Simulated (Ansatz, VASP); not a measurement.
Two plane-wave programs on Al5InAs6

```xyz
12
Lattice="7.0797 0.0000 0.0000 -3.5399 6.1312 0.0000 0.0000 0.0000 6.7228" Properties=species:S:1:pos:R:3 pbc="T T T"
Al    1.1977    2.0745    0.0024
Al   -2.3421    4.0567    0.0024
Al    4.6843    0.0000    0.0024
Al    3.5399    2.0437    3.3677
Al    0.0000    4.0875    3.3677
In    0.0000    0.0000    3.3757
As    1.2481    2.1617    2.4855
As   -2.2918    3.9695    2.4855
As    4.5836    0.0000    2.4855
As    3.5399    2.0437    5.8601
As    0.0000    4.0875    5.8601
As    0.0000    0.0000    6.0402
```

Alike in both runs: task relaxation of cell and atoms; functional PBE; k mesh 6 × 6 × 4; occupations gaussian, width 0.02 eV; no spin polarisation.

|  | VASP | Ansatz |
| --- | --- | --- |
| version | VASP 6.6.1 | Ansatz 0.2.0 |
| potentials or method | VASP PAW PBE potentials, release 64 (Al, In_d, As), cutoff 600 eV | scalar-relativistic, plane waves, PAW |
| valence electrons in the cell | 58 | 118 |

|  | VASP | Ansatz | Ansatz less VASP |
| --- | --- | --- | --- |
| gap on the k mesh at the Fermi level, each at its own relaxed structure (eV) | 1.33 | 1.35 | +0.012 |
| relaxed volume (Å³/atom) | 24.42 | 24.37 | -0.045 |
| relaxed cell length with the largest relative difference (Å) | 6.732 | 6.725 | -0.0068 |

VASP's potentials hold 58 valence electrons a cell and Ansatz's 118, so a difference there can come from the potentials and not from the codes.
